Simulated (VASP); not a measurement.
ZnC3: relaxation of cell and atoms with PBE

Crystal: ZnC3.

```xyz
8
Lattice="0.0000 3.4073 3.4073 3.4073 0.0000 3.4073 3.4073 3.4073 0.0000" Properties=species:S:1:pos:R:3 pbc="T T T"
Zn    3.4073    3.4073    3.4073
Zn    5.1109    5.1109    5.1109
C     0.8518    0.8518    0.8518
C     2.5555    2.5555    0.8518
C     2.5555    0.8518    2.5555
C     0.8518    2.5555    2.5555
C     1.7036    1.7036    1.7036
C     0.0000    0.0000    0.0000
```

The cell was built from a structure type or drawn by symmetry, and may not be a known phase.

- Program: VASP 6.6.1
- Task: relaxation of cell and atoms
- Functional: PBE
- Potentials or basis: VASP PAW PBE potentials, release 64 (Zn, C)
- Cutoff: 600 eV
- k mesh: 10 × 10 × 10
- Occupations: gaussian, width 0.02 eV
- Spin: no spin polarisation
- Dipole correction: no
- Further INCAR settings: ALGO = Normal; EDIFF = 1e-07; IBRION = 2; EDIFFG = -0.01; NSW = 100; ISIF = 3

The relaxed volume is 9.87 Å³/atom. The relaxed cell is a = 4.816 Å, b = 4.816 Å, c = 4.816 Å, α = 60.00°, β = 60.00°, γ = 60.00° and the space group after relaxing (to 0.1 Å) is Fd-3m (No. 227). The energy gained by relaxing is 0.0 meV/atom, the ionic steps are 3 and the pressure after relaxing is 0.0 GPa. The band gap on the k mesh is zero (bands 24 and 25 overlap by 0.11 eV).

Step by step:
```
step  energy change (eV)  largest force (eV/Å)  pressure (GPa)  volume (Å³)
   1              0.0000                0.0000           -0.35        79.11
   2             -0.0001                0.0000            0.21        78.87
   3             -0.0002                0.0000            0.01        78.96
```

Final structure:
```
CELL_PARAMETERS angstrom
0.00000 3.40508 3.40508
3.40508 0.00000 3.40508
3.40508 3.40508 0.00000
ATOMIC_POSITIONS crystal
Zn 0.50000 0.50000 0.50000
Zn 0.75000 0.75000 0.75000
C 0.12500 0.12500 0.12500
C 0.12500 0.12500 0.62500
C 0.12500 0.62500 0.12500
C 0.62500 0.12500 0.12500
C 0.25000 0.25000 0.25000
C 0.00000 0.00000 0.00000
```

Levels at points of the mesh, in eV from the Fermi level:
```
           k point  band 21  band 22  band 23  band 24  band 25  band 26  band 27  band 28
(0.00, 0.00, 0.00)    -2.82    -0.96    -0.96    -0.96     1.55     1.55     1.55     2.39
(0.50, 0.00, 0.00)    -3.18    -2.06    -1.63    -1.63     0.43     0.82     0.82     2.44
(0.50, 0.50, 0.00)    -2.29    -2.29    -0.89    -0.89     1.09     1.09     1.46     1.46
```

It took 3.1 min on 1 thread of AMD EPYC 9R45 96-Core Processor (Zen 5), with other jobs on the host, peak memory 0.27 GiB.
